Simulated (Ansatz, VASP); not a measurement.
## Sn: VASP beside Ansatz

```
Sn
1.0
     0.00000    3.73591    2.64129
     3.73591    0.00000    2.64129
     3.73591    3.73591    0.00000
Sn
2
Direct
  0.50000 0.50000 0.50000
  0.75000 0.75000 0.75000
```

Alike in both runs: task single point; functional PBE; k mesh 18 × 18 × 18; occupations gaussian, width 0.15 eV; no spin polarisation.

|  | VASP | Ansatz |
| --- | --- | --- |
| version | VASP 6.6.1 | Ansatz 0.2.0 |
| potentials or method | VASP PAW PBE potentials, release 64 (Sn_d), cutoff 520 eV | scalar-relativistic, plane waves, PAW |
| valence electrons in the cell | 28 | 28 |

```tsv
	VASP	Ansatz	Ansatz less VASP
gap on the k mesh at the Fermi level (eV)	none	none	-
pressure (GPa)	-1.4	-1.3	+0.04
traceless stress, the component that is largest in VASP (GPa)	2.40	2.40	+0.004
```

A gap of «none» marks a metal or a gap that the smearing closes.
